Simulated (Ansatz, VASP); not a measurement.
## One calculation of InAs, two programs

The input INCAR:

```
PREC = Accurate
ENCUT = 520
EDIFF = 1E-6
ISMEAR = 0
SIGMA = 0.05
LREAL = False
LASPH = True
NELM = 60
ALGO = Normal
ISIF = 2
LWAVE = False
LCHARG = False
GGA = PE
NBANDS = 16
```

File KPOINTS:

```
Automatic mesh
0
Gamma
  6 6 6
```

The input POSCAR:

```
InAs
1.0
    0.0000000000      3.0240000793      3.0240000793
    3.0240000793      0.0000000000      3.0240000793
    3.0240000793      3.0240000793      0.0000000000
In As
1 1
Direct
    0.0000000000      0.0000000000      0.0000000000
    0.7500000000      0.7500000000      0.7500000000
```

Input for Ansatz:

```yaml
crystal:
  lattice:
    - [0.0, 3.0240000793, 3.0240000793]
    - [3.0240000793, 0.0, 3.0240000793]
    - [3.0240000793, 3.0240000793, 0.0]
  atoms:
    - { symbol: In, position: [0.0, 0.0, 0.0] }
    - { symbol: As, position: [0.75, 0.75, 0.75] }
basis:
  ecutwfc: 420
  ecutrho_ratio: 4
kpoints:
  mp_grid: { grid: [6, 6, 6] }
hamiltonian:
  xc: pbe
scf:
  occupations: { method: gaussian, width: 0.05 }
output:
  forces: true
  stress: true
  eigenvalues: true
  populations: true
  write_density: true
  write_potential: true
  elf: true
  volumetric_format: npy
```

Alike in both runs: task single point; functional PBE; k mesh 6 × 6 × 6; occupations gaussian, width 0.05 eV; no spin polarisation.

|  | VASP | Ansatz |
| --- | --- | --- |
| version | VASP 6.6.1 | Ansatz 0.2.0 |
| potentials or method | VASP PAW PBE potentials, release 64 (In_d, As), cutoff 520 eV | scalar-relativistic, plane waves, PAW |
| valence electrons in the cell | 18 | 28 |

|  | VASP | Ansatz | Ansatz less VASP |
| --- | --- | --- | --- |
| gap on the k mesh at the Fermi level (eV) | none | none | - |
| pressure (GPa) | 4.0 | 4.0 | -0.06 |

A gap of «none» marks a metal or a gap that the smearing closes. VASP's potentials hold 18 valence electrons a cell and Ansatz's 28, so a difference there can come from the potentials and not from the codes.
